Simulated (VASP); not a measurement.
A run of VASP 6.6.1:

INCAR

```
  PREC = Accurate
  ENCUT = 520
  EDIFF = 1E-6
  ISMEAR = 0
  SIGMA = 0.05
  LREAL = F
  LASPH = T
  NELM = 150
  ALGO = Normal
  ISIF = 2
  LWAVE = F
  LCHARG = F
  ISPIN = 2
  MAGMOM = 0.24
  LORBIT = 11
  NUPDOWN = 0.24
  LMAXMIX = 4
  LDAU = T
  LDAUTYPE = 2
  LDAUL = 2
  LDAUU = 4.2
  LDAUJ = 0
  LDAUPRINT = 1
  GGA = CA
  NBANDS = 15
```

File KPOINTS:

```
regular mesh
0
Gamma
  15 15 15
```

File POSCAR:

```
Ni
1.0
    0.0000000000      1.7810000000      1.7810000000
    1.7810000000      0.0000000000      1.7810000000
    1.7810000000      1.7810000000      0.0000000000
Ni
1
Direct
    0.0000000000      0.0000000000      0.0000000000
```

Potentials or basis: VASP PAW LDA potentials, release 64 (Ni).

Run with:

```console
$ cat potpaw_LDA.64/Ni/POTCAR > POTCAR
$ mpirun -np 1 vasp_std > vasp.out
```

Hardware: 1 thread of Intel(R) Xeon(R) Platinum 8488C (Sapphire Rapids), on a shared host.

Question: Estimate the wall time of this run.

Answer: Wall time 29 s on 1 thread of Intel(R) Xeon(R) Platinum 8488C (Sapphire Rapids), on a shared host, peak memory 0.14 GiB. Counts: scf iterations 13, k points 120.
